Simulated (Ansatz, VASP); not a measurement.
# Al2Si in VASP and in Ansatz

The input INCAR:

```
ALGO     = Fast           # electronic algorithm
EDIFF    = 1E-6           # SCF threshold, eV
EDIFFG   = -0.01          # ionic threshold
ENCUT    = 600            # plane-wave cutoff, eV
GGA      = PE             # functional
IBRION   = 2              # ionic algorithm
ISIF     = 3              # what is computed and relaxed
ISMEAR   = 0              # smearing method
LASPH    = T              # aspherical terms in the spheres
LCHARG   = F              # write CHGCAR
LREAL    = F              # projectors in reciprocal space
LWAVE    = F              # write WAVECAR
NELM     = 100            # most SCF steps
NSW      = 100            # ionic steps
PREC     = Accurate       # precision mode
SIGMA    = 0.1            # smearing width, eV
```

File KPOINTS:

```
k-points
0
Gamma
  8 8 8
```

File POSCAR:

```
Al2Si
1.0
    5.0730006351      0.0000000000      0.0000000000
    0.0000000000      5.0730006351      0.0000000000
    0.0000000000      0.0000000000      4.6867054369
Al Si
4 2
Direct
    0.2520041595      0.5000000000      0.0000000000
    0.7479958405      0.5000000000      0.0000000000
    0.5000000000      0.2520041595      0.5000000000
    0.5000000000      0.7479958405      0.5000000000
    0.0000000000      0.5000000000      0.5000000000
    0.5000000000      0.0000000000      0.0000000000
```

Input for Ansatz:

```yaml
crystal:
  lattice:
    - [5.0730006351, 0.0, 0.0]
    - [0.0, 5.0730006351, 0.0]
    - [0.0, 0.0, 4.6867054369]
  atoms:
    - { symbol: Al, position: [0.2520041595, 0.5, 0.0] }
    - { symbol: Al, position: [0.7479958405, 0.5, 0.0] }
    - { symbol: Al, position: [0.5, 0.2520041595, 0.5] }
    - { symbol: Al, position: [0.5, 0.7479958405, 0.5] }
    - { symbol: Si, position: [0.0, 0.5, 0.5] }
    - { symbol: Si, position: [0.5, 0.0, 0.0] }
basis:
  ecutwfc: 420
kpoints:
  mp_grid: { grid: [8, 8, 8] }
hamiltonian:
  xc: pbe
scf:
  occupations: { method: gaussian, width: 0.1 }
output:
  forces: true
  stress: true
  eigenvalues: true
relax:
  adjacent_minimum: "off"
  f_tol: 0.01
  max_steps: 80
  cell: { stress_tol: 0.05 }
```

Alike in both runs: task relaxation of cell and atoms; functional PBE; k mesh 8 × 8 × 8; occupations gaussian, width 0.1 eV; no spin polarisation.

|  | VASP | Ansatz |
| --- | --- | --- |
| version | VASP 6.6.1 | Ansatz 0.2.0 |
| potentials or method | VASP PAW PBE potentials, release 64 (Al, Si), cutoff 600 eV | scalar-relativistic, plane waves, PAW |
| valence electrons in the cell | 20 | 20 |

```tsv
	VASP	Ansatz	Ansatz less VASP
gap on the k mesh at the Fermi level, each at its own relaxed structure (eV)	none	none	-
relaxed volume (Å³/atom)	19.96	19.98	+0.012
relaxed cell length with the largest relative difference (Å)	5.069	5.072	+0.0028
```

A gap of «none» marks a metal or a gap that the smearing closes.
